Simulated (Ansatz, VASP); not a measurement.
## Two plane-wave programs on YAu

```xyz
2
Lattice="3.5590 0.0000 0.0000 0.0000 3.5590 0.0000 0.0000 0.0000 3.5590" Properties=species:S:1:pos:R:3 pbc="T T T"
Y     1.7795    1.7795    1.7795
Au    0.0000    0.0000    0.0000
```

Alike in both runs: task single point; functional LDA; k mesh 9 × 9 × 9; occupations fermi-dirac, width 0.08 eV; collinear spin.

|  | VASP | Ansatz |
| --- | --- | --- |
| version | VASP 6.6.1 | Ansatz 0.2.0 |
| potentials or method | VASP PAW LDA potentials, release 64 (Y_sv, Au) | PAW with Ansatz's default frozen-core files, scalar-relativistic |
| plane-wave cutoff (eV) | 520 | 420 |
| valence electrons in the cell | 22 | 30 |

```tsv
	VASP	Ansatz	Ansatz less VASP
pressure (GPa)	-3.5	-3.6	-0.08
net moment per atom (μB)	0.00	0.00	0.000
```

LDA's correlation is that of Perdew and Zunger in VASP and of Perdew and Wang (1992) in Ansatz. VASP's potentials hold 22 valence electrons a cell and Ansatz's 30, so a difference there can come from the potentials and not from the codes. Ansatz's warnings: seeded moment not kept.

Spin-orbit coupling is off throughout.
